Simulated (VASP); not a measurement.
A run of VASP 6.6.1 is set up as follows.

The input INCAR:

```
SYSTEM = Rh
ALGO = Normal
EDIFF = 1E-6
EDIFFG = -0.01
ENCUT = 600
GGA = PE
IBRION = 2
ISIF = 3
ISMEAR = -1
LASPH = .TRUE.
LCHARG = .FALSE.
LREAL = .FALSE.
LWAVE = .FALSE.
NELM = 80
NSW = 80
PREC = Accurate
SIGMA = 0.1
```

The input KPOINTS:

```
k-points
0
G
  20 20 20
  0 0 0
```

POSCAR

```
Rh
1.0
    1.5050000000      1.5050000000      1.5050000000
   -1.5050000000      1.5050000000      1.5050000000
   -1.5050000000     -1.5050000000      1.5050000000
Rh
1
Direct
    0.0000000000      0.0000000000      0.0000000000
```

Potentials or basis: VASP PAW PBE potentials, release 64 (Rh_pv).

Command:

```bash
$ cat potpaw_PBE.64/Rh_pv/POTCAR > POTCAR
$ mpirun -np 1 vasp_std > vasp.out
```

(1) Predict the relaxed volume.

(2) Estimate the relaxed cell.

(3) What does it give for the band gap on the k mesh?

Results:

(1) 14.49 Å³/atom.

(2) a = 2.660 Å, b = 2.660 Å, c = 2.660 Å, α = 70.53°, β = 109.47°, γ = 70.53°.

(3) zero (an odd number of electrons rules out a gap without spin polarisation).
